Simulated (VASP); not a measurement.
Crystal: InSb.

```xyz
2
Lattice="0.0000 3.3615 3.3615 3.3615 0.0000 3.3615 3.3615 3.3615 0.0000" Properties=species:S:1:pos:R:3 pbc="T T T"
In    0.0000    0.0000    0.0000
Sb    1.6808    1.6808    1.6808
```

This cell differs from its parent crystal: strain +2.5%.

Base run:

- Program: VASP 6.6.1
- Functional: r2SCAN
- Potentials or basis: VASP PAW PBE potentials, release 64 (In_d, Sb)
- Cutoff: 520 eV
- k mesh: 6 × 6 × 6
- Occupations: fermi-dirac, width 0.02 eV
- Spin: no spin polarisation

Its results: band gap on the k mesh zero (filled and empty bands touch); pressure -2.7 GPa.

Task: The run is repeated on the same cell with these changes: functional from r2SCAN to PBE. What comes out?

Result: Band gap on the k mesh zero (filled and empty bands touch); pressure -1.3 GPa.

Caveats: semilocal functionals underestimate gaps, and a narrow one can read as zero; spin-orbit coupling is left out, which moves the levels of the heavy elements; the PAW data sets were made with another functional, which shifts forces and pressure a little (at least some runs).
